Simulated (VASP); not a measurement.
# TaN (Fm-3m) in VASP: a series of runs

The runs below take TaN through single point, with r2SCAN, r2SCAN+U.

Everything below comes from runs of VASP 6.6.1. Logs are shortened: lines on timing, memory, paths and dates and some standing lists are left out, and cuts for length are marked.

### 1 The cell of the first run

Symmetry: Fm-3m, No. 225, cubic system. The conventional cell has a = 4.423 Å, b = 4.423 Å, c = 4.423 Å, α = 90.00°, β = 90.00°, γ = 90.00°. Within 2.9 Å of Ta (site symmetry m-3m) lie 6 N at 2.21 Å. N (site symmetry m-3m) has 6 Ta at 2.21 Å within 2.9 Å.

### 2 Single point, r2SCAN, non-collinear spin, zero start, spin-orbit coupling

Contents of POSCAR:

```
TaN
1.0
    0.0000000000      2.2113230000      2.2113230000
    2.2113230000      0.0000000000      2.2113230000
    2.2113230000      2.2113230000      0.0000000000
Ta N
1 1
Direct
    0.5000000000      0.5000000000      0.5000000000
    0.0000000000      0.0000000000      0.0000000000
```

Contents of INCAR.step1:

```
SYSTEM = TaN
PREC = Accurate
ENCUT = 770
ISMEAR = -1
SIGMA = 0.05
LREAL = .False.
LASPH = .True.
NELM = 200
MAGMOM = 0 0 0 0 0 0
LSORBIT = .True.
GGA_COMPAT = .False.
LMAXMIX = 4
NBANDS = 30
GGA = PE
ALGO = Normal
EDIFF = 1E-5
LWAVE = .True.
LCHARG = .False.
```

Contents of INCAR.step2:

```
SYSTEM = TaN
PREC = Accurate
ENCUT = 770
EDIFF = 1E-6
ISMEAR = -1
SIGMA = 0.05
LREAL = .False.
LASPH = .True.
NELM = 200
ALGO = Normal
ISIF = 2
LWAVE = .False.
LCHARG = .True.
MAGMOM = 0 0 0 0 0 0
LORBIT = 11
LSORBIT = .True.
GGA_COMPAT = .False.
LORBMOM = .True.
LMAXMIX = 4
METAGGA = R2SCAN
LMIXTAU = .True.
LVHAR = .True.
NBANDS = 30
ISTART = 1
```

Contents of KPOINTS:

```
regular mesh
0
Gamma
  7 7 7
  0 0 0
```

Potentials or basis: VASP PAW PBE potentials, release 64 (Ta_sv_GW, N).

Command:

```
$ cat potpaw_PBE.64/Ta_sv_GW/POTCAR potpaw_PBE.64/N/POTCAR > POTCAR
$ cp INCAR.step1 INCAR
$ mpirun -np 1 vasp_ncl > vasp.out
$ cp INCAR.step2 INCAR
$ mpirun -np 1 vasp_ncl > vasp.out
```

OUTCAR:

```text
SYSTEM = TaN
   PREC = Accurate
   ENCUT = 770
   EDIFF = 1E-6
   ISMEAR = -1
   LREAL = .False.
   LASPH = .True.
   NELM = 200
   ISIF = 2
   LORBIT = 11
   LSORBIT = .True.
   METAGGA = R2SCAN
   ISTART = 1

 ion  position               nearest neighbor table
   1  0.500  0.500  0.500-   2 2.21   2 2.21   2 2.21   2 2.21   2 2.21   2 2.21
   2  0.000  0.000  0.000-   1 2.21   1 2.21   1 2.21   1 2.21   1 2.21   1 2.21

  LATTYP: Found a face centered cubic cell.
 ALAT       =     4.4226460000

  Lattice vectors:

 A1 = (   0.0000000000,   2.2113230000,   2.2113230000)
 A2 = (   2.2113230000,   0.0000000000,   2.2113230000)
 A3 = (   2.2113230000,   2.2113230000,   0.0000000000)

Analysis of symmetry for initial positions (statically):
=====================================================================
 Subroutine PRICEL returns:
 Original cell was already a primitive cell.

 Routine SETGRP: Setting up the symmetry group for a
 face centered cubic supercell.

 Subroutine GETGRP returns: Found 48 space group operations
 (whereof 48 operations were pure point group operations)
 out of a pool of 48 trial point group operations.

The static configuration has the point symmetry O_h .

Analysis of symmetry for dynamics (positions and initial velocities):
=====================================================================
 Subroutine PRICEL returns:
 Original cell was already a primitive cell.

 Routine SETGRP: Setting up the symmetry group for a
 face centered cubic supercell.

 Subroutine GETGRP returns: Found 48 space group operations
 (whereof 48 operations were pure point group operations)
 out of a pool of 48 trial point group operations.

The dynamic configuration has the point symmetry O_h .

Analysis of structural, dynamic, and magnetic symmetry:
=====================================================================
 Subroutine PRICEL returns:
 Original cell was already a primitive cell.

 Routine SETGRP: Setting up the symmetry group for a
 face centered cubic supercell.

 Subroutine GETGRP returns: Found 48 space group operations
 (whereof 48 operations were pure point group operations)
[... 835 lines left out ...]
 -----------------------------------------------------------------------------------
    total drift:                                0.000000      0.000000      0.000000

  FREE ENERGIE OF THE ION-ELECTRON SYSTEM (eV)
  ---------------------------------------------------
  free  energy   TOTEN  =       -63.5738854775 eV

  energy  without entropy=      -63.5684609997  energy(sigma->0) =      -63.57117324

 orbital moment (x)

 # of ion     p       d       f       tot
 ------------------------------------------------
  1         0.000   0.000   0.000   0.000
  2         0.000   0.000   0.000   0.000
 ------------------------------------------------
            0.000   0.000   0.000   0.000

 orbital moment (y)

 # of ion     p       d       f       tot
 ------------------------------------------------
  1         0.000  -0.000   0.000  -0.000
  2         0.000   0.000   0.000   0.000
 ------------------------------------------------
            0.000  -0.000   0.000  -0.000

 orbital moment (z)

 # of ion     p       d       f       tot
 ------------------------------------------------
  1         0.000  -0.000   0.000  -0.000
  2        -0.000   0.000   0.000  -0.000
 ------------------------------------------------
           -0.000  -0.000   0.000  -0.000

 Spin-Orbit-Coupling matrix elements

 Ion:    1  E_soc:     -2.6972750
 l=   1
     0.0000000    -0.4277014    -0.4277014
    -0.4277014     0.0000000    -0.4277014
    -0.4277014    -0.4277014     0.0000000
 l=   2
     0.0000000    -0.0072819     0.0000000    -0.0072819    -0.0145301
    -0.0072819     0.0000000    -0.0108976    -0.0072819    -0.0036325
     0.0000000    -0.0108976     0.0000000    -0.0108976     0.0000000
    -0.0072819    -0.0072819    -0.0108976     0.0000000    -0.0036325
    -0.0145301    -0.0036325     0.0000000    -0.0036325     0.0000000
 l=   3
     0.0000000     0.0000054     0.0000000     0.0000000     0.0000000    -0.0000034    -0.0000473
     0.0000054     0.0000000     0.0000090     0.0000000     0.0000090     0.0000144     0.0000054
     0.0000000     0.0000090     0.0000000    -0.0000313     0.0000005    -0.0000120     0.0000000
     0.0000000     0.0000000    -0.0000313     0.0000000    -0.0000313     0.0000000     0.0000000
     0.0000000     0.0000090     0.0000005    -0.0000313     0.0000000    -0.0000120     0.0000000
    -0.0000034     0.0000144    -0.0000120     0.0000000    -0.0000120     0.0000000    -0.0000034
    -0.0000473     0.0000054     0.0000000     0.0000000     0.0000000    -0.0000034     0.0000000

 Ion:    2  E_soc:     -0.0004477
 l=   1
     0.0000000    -0.0000746    -0.0000746
    -0.0000746     0.0000000    -0.0000746
    -0.0000746    -0.0000746     0.0000000
 l=   2
     0.0000000     0.0000000     0.0000000     0.0000000     0.0000000
     0.0000000     0.0000000     0.0000000     0.0000000     0.0000000
     0.0000000     0.0000000     0.0000000     0.0000000     0.0000000
     0.0000000     0.0000000     0.0000000     0.0000000     0.0000000
     0.0000000     0.0000000     0.0000000     0.0000000     0.0000000
 l=   3
     0.0000000     0.0000000     0.0000000     0.0000000     0.0000000     0.0000000     0.0000000
     0.0000000     0.0000000     0.0000000     0.0000000     0.0000000     0.0000000     0.0000000
     0.0000000     0.0000000     0.0000000     0.0000000     0.0000000     0.0000000     0.0000000
     0.0000000     0.0000000     0.0000000     0.0000000     0.0000000     0.0000000     0.0000000
     0.0000000     0.0000000     0.0000000     0.0000000     0.0000000     0.0000000     0.0000000
     0.0000000     0.0000000     0.0000000     0.0000000     0.0000000     0.0000000     0.0000000
     0.0000000     0.0000000     0.0000000     0.0000000     0.0000000     0.0000000     0.0000000

 total charge

# of ion       s       p       d       f       tot
--------------------------------------------------
    1        2.646   6.046   2.339   0.127  11.159
    2        1.235   2.540   0.000   0.000   3.776
--------------------------------------------------
tot          3.881   8.586   2.339   0.127  14.935

 magnetization (x)

# of ion       s       p       d       f       tot
--------------------------------------------------
    1        0.000  -0.000   0.000   0.000  -0.000
    2        0.000  -0.000   0.000   0.000  -0.000
--------------------------------------------------
tot          0.000  -0.000   0.000   0.000  -0.000

 magnetization (y)

# of ion       s       p       d       f       tot
--------------------------------------------------
    1        0.000   0.000  -0.000   0.000  -0.000
    2       -0.000   0.000   0.000   0.000  -0.000
--------------------------------------------------
tot         -0.000   0.000  -0.000   0.000  -0.000

 magnetization (z)

# of ion       s       p       d       f       tot
--------------------------------------------------
    1        0.000  -0.000  -0.000   0.000  -0.000
    2        0.000  -0.000   0.000   0.000  -0.000
--------------------------------------------------
tot          0.000  -0.000  -0.000   0.000  -0.000
```

OSZICAR.step1:

```text
N       E                     dE             d eps       ncg     rms          rms(c)
DAV:   1     0.166085316110E+03    0.16609E+03   -0.13524E+04  1200   0.167E+03
DAV:   2    -0.185772933637E+02   -0.18466E+03   -0.17776E+03  1486   0.437E+02
DAV:   3    -0.296852907848E+02   -0.11108E+02   -0.11011E+02  1508   0.105E+02
DAV:   4    -0.300722512453E+02   -0.38696E+00   -0.38681E+00  1486   0.153E+01
DAV:   5    -0.300753575912E+02   -0.31063E-02   -0.31062E-02  1446   0.167E+00    0.448E+01
DAV:   6    -0.258980979538E+02    0.41773E+01   -0.87106E+00  1412   0.301E+01    0.497E+01
DAV:   7    -0.258463381427E+02    0.51760E-01   -0.81676E-01  1284   0.760E+00    0.283E+01
DAV:   8    -0.257909200064E+02    0.55418E-01   -0.19675E-01  1334   0.409E+00    0.754E-01
DAV:   9    -0.257876579816E+02    0.32620E-02   -0.12662E-02  1574   0.103E+00    0.145E+00
DAV:  10    -0.257876990217E+02   -0.41040E-04   -0.15342E-03  1298   0.368E-01    0.123E+00
DAV:  11    -0.257877696264E+02   -0.70605E-04   -0.14451E-04  1368   0.129E-01    0.415E-01
DAV:  12    -0.257877123681E+02    0.57258E-04   -0.34428E-04  1272   0.191E-01    0.425E-01
DAV:  13    -0.257876844484E+02    0.27920E-04   -0.65406E-05  1402   0.878E-02    0.135E-01
DAV:  14    -0.257876857697E+02   -0.13213E-05   -0.65906E-06   762   0.204E-02
   1 F= -.25787686E+02 E0= -.25784934E+02  d E =-.550379E-02  mag=     0.0000    -0.0000    -0.0000
```

Run time: 2.4 min. Hardware: 1 thread of Intel Xeon 6975P-C (Granite Rapids), shared host; peak memory 0.32 GiB.

Results:

```
Free energy                                           : -63.5739 eV
Pressure                                              : -5.8 GPa
Net moment                                            : 0.00 μB per cell
Valence electrons inside the program's atomic spheres : Ta 11.16; N 3.78
```

Moments on the atoms (μB; x, y, z):
```
Ta  0.00 0.00 0.00
N   0.00 0.00 0.00
```

Caveat: the cell stands under tension; the PAW data sets were made with another functional, which shifts forces and pressure a little.

### 3 Single point, r2SCAN+U

POSCAR is that of step 2.

Contents of INCAR.step1:

```
SYSTEM = TaN
  PREC = Accurate
  ENCUT = 1460
  ISMEAR = -1
  SIGMA = 0.05
  LREAL = .False.
  LASPH = .True.
  NELM = 200
  LMAXMIX = 4
  LDAU = .True.
  LDAUTYPE = 2
  LDAUL = 2 -1
  LDAUU = 1 0
  LDAUJ = 0 0
  NBANDS = 16
  GGA = PE
  ALGO = Normal
  EDIFF = 1E-5
  LWAVE = .True.
  LCHARG = .False.
  GGA_COMPAT = .False.
```

Contents of INCAR.step2:

```
SYSTEM = TaN
  PREC = Accurate
  ENCUT = 1460
  EDIFF = 1E-6
  ISMEAR = -1
  SIGMA = 0.05
  LREAL = .False.
  LASPH = .True.
  NELM = 200
  ALGO = Normal
  ISIF = 2
  LWAVE = .False.
  LCHARG = .False.
  LMAXMIX = 4
  LDAU = .True.
  LDAUTYPE = 2
  LDAUL = 2 -1
  LDAUU = 1 0
  LDAUJ = 0 0
  LDAUPRINT = 1
  METAGGA = R2SCAN
  LMIXTAU = .True.
  NBANDS = 16
  ISTART = 1
  GGA_COMPAT = .False.
```

Contents of KPOINTS:

```
regular mesh
0
Gamma
  10 10 10
  0 0 0
```

Potentials or basis: VASP PAW PBE potentials, release 64 (Ta_sv_GW, N_h).

Command:

```
$ cat potpaw_PBE.64/Ta_sv_GW/POTCAR potpaw_PBE.64/N_h/POTCAR > POTCAR
$ cp INCAR.step1 INCAR
$ mpirun -np 1 vasp_std > vasp.out
$ cp INCAR.step2 INCAR
$ mpirun -np 1 vasp_std > vasp.out
```

Wall time 6.4 min (1 thread of AMD EPYC 7R43 (Zen 3), shared host); peak memory 0.31 GiB.

It converged, with:

| Property | Result |
| --- | --- |
| Free energy | -61.3152 eV |
| Pressure | -3.6 GPa |
| Band gap on the k mesh | zero (bands 9 and 10 overlap by 4.00 eV) |

Levels at points of the mesh, in eV from the Fermi level:
| k point | band 7 | band 8 | band 9 | band 10 | band 11 | band 12 |
| --- | --- | --- | --- | --- | --- | --- |
| (0.00, 0.00, 0.00) | -4.18 | -4.18 | -2.11 | -2.11 | -2.11 | 0.24 |
| (0.50, 0.00, 0.00) | -7.86 | -7.86 | 1.89 | 1.89 | 1.99 | 3.81 |
| (0.50, 0.50, 0.00) | -5.52 | -5.05 | -5.05 | 2.28 | 3.48 | 3.48 |

Eigenvalues of the final occupation matrices:
| site | spin | trace | eigenvalues |
| --- | --- | --- | --- |
| site 1 d | 1 | 1.17 | 0.19 0.19 0.26 0.26 0.26 |
| site 1 d | 2 | 1.17 | 0.19 0.19 0.26 0.26 0.26 |

Caveat: the cell stands under tension; the PAW data sets were made with another functional, which shifts forces and pressure a little; spin-orbit coupling is left out, which moves the levels of the heavy elements; U without spin polarisation on a metal has little footing.

### 4 Single point, r2SCAN+U

POSCAR is that of step 3.

Contents of INCAR.step1:

```
PREC = Accurate
ENCUT = 1460
ISMEAR = -1
SIGMA = 0.05
LREAL = F
LASPH = T
NELM = 200
LMAXMIX = 4
LDAU = T
LDAUTYPE = 2
LDAUL = 2 -1
LDAUU = 8 0
LDAUJ = 0 0
NBANDS = 16
GGA = PE
ALGO = Normal
EDIFF = 1E-5
LWAVE = T
LCHARG = F
GGA_COMPAT = F
```

Contents of INCAR.step2:

```
PREC = Accurate
ENCUT = 1460
EDIFF = 1E-6
ISMEAR = -1
SIGMA = 0.05
LREAL = F
LASPH = T
NELM = 200
ALGO = Normal
ISIF = 2
LWAVE = F
LCHARG = F
LMAXMIX = 4
LDAU = T
LDAUTYPE = 2
LDAUL = 2 -1
LDAUU = 8 0
LDAUJ = 0 0
LDAUPRINT = 1
METAGGA = R2SCAN
LMIXTAU = T
NBANDS = 16
ISTART = 1
GGA_COMPAT = F
```

Contents of KPOINTS:

```
Automatic mesh
0
Gamma
  10 10 10
```

Command:

```
$ cat potpaw_PBE.64/Ta_sv_GW/POTCAR potpaw_PBE.64/N_h/POTCAR > POTCAR
$ cp INCAR.step1 INCAR
$ mpirun -np 1 vasp_std > vasp.out
$ cp INCAR.step2 INCAR
$ mpirun -np 1 vasp_std > vasp.out
```

It took 4.7 min on 1 thread of AMD EPYC 7R43 (Zen 3), shared host; peak memory 0.31 GiB.

It converged, with:

```yaml
Free_energy: -55.3495 eV
Pressure: 18.6 GPa
Band_gap_on_the_k_mesh: zero (bands 9 and 10 overlap by 3.95 eV)
```

Levels at points of the mesh, in eV from the Fermi level:
```
           k point  band 6  band 7  band 8  band 9  band 10  band 11  band 12  band 13
(0.00, 0.00, 0.00)   -4.69   -4.69   -4.69   -1.93    -1.93    -1.93     0.64     1.06
(0.50, 0.00, 0.00)  -11.34   -7.85   -7.85    2.02     2.23     2.23     2.78     8.26
(0.50, 0.50, 0.00)   -7.92   -5.63   -5.63   -5.57     3.22     3.90     3.90     4.84
```

Eigenvalues of the final occupation matrices:
```csv
site,spin,trace,eigenvalues
site 1 d,1,1.03,0.16 0.16 0.24 0.24 0.24
site 1 d,2,1.03,0.16 0.16 0.24 0.24 0.24
```

Caveat: the cell stands under pressure; the PAW data sets were made with another functional, which shifts forces and pressure a little; spin-orbit coupling is left out, which moves the levels of the heavy elements; U without spin polarisation on a metal has little footing.

### 5 Summary

| level | potentials or basis | spin | U | k mesh | cutoff (eV) | gap on the mesh (eV) | pressure (GPa) |
| --- | --- | --- | --- | --- | --- | --- | --- |
| r2SCAN | VASP PAW PBE potentials, release 64 (Ta_sv_GW, N) | non-collinear, zero start, SOC | - | 7 × 7 × 7 | 770 | - | -5.8 |
| r2SCAN+U | VASP PAW PBE potentials, release 64 (Ta_sv_GW, N_h) | off | Ta d U = 1.0 eV | 10 × 10 × 10 | 1460 | none | -3.6 |
| r2SCAN+U | VASP PAW PBE potentials, release 64 (Ta_sv_GW, N_h) | off | Ta d U = 8.0 eV | 10 × 10 × 10 | 1460 | none | 18.6 |

Alike in all rows: task single point; cell as given; smearing fermi-dirac 0.05 eV.

Caveats: the PAW data sets were made with another functional, which shifts forces and pressure a little; the cell stands under tension (at least some runs); spin-orbit coupling is left out, which moves the levels of the heavy elements (at least some runs); U without spin polarisation on a metal has little footing (at least some runs); the cell stands under pressure (at least some runs).

Absolute energies hang on the potentials; compare differences alone.
